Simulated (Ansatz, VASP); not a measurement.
**Two plane-wave programs on Fe**

```
Fe
1.0
     0.00000    1.82001    1.82001
     1.82001    0.00000    1.82001
     1.82001    1.82001    0.00000
Fe
1
Direct
  0.00000 0.00000 0.00000
```

Alike in both runs: functional PBE; k mesh 20 × 20 × 20; occupations gaussian, width 0.1 eV; collinear spin.

Ansatz relaxed the structure, and its values are those at the end. VASP's run is a single point on that final structure, the one shown.

|  | VASP | Ansatz |
| --- | --- | --- |
| version | VASP 6.6.1 | Ansatz 0.2.0 |
| potentials or method | VASP PAW PBE potentials, release 64 (Fe), cutoff 520 eV | scalar-relativistic, plane waves, PAW |
| valence electrons in the cell | 8 | 16 |

```csv
,VASP,Ansatz,Ansatz less VASP
gap on the k mesh at the Fermi level (eV),none,none,-
pressure (GPa),-0.2,0.0,+0.24
net moment per atom (μB),2.60,2.60,+0.001
size of the moment on the site where the two differ most (μB),2.60,2.65,+0.046
```

Site moments also hang on the region over which each program counts them. A gap of «none» marks a metal or a gap that the smearing closes. VASP's potentials hold 8 valence electrons a cell and Ansatz's 16, so a difference there can come from the potentials and not from the codes.
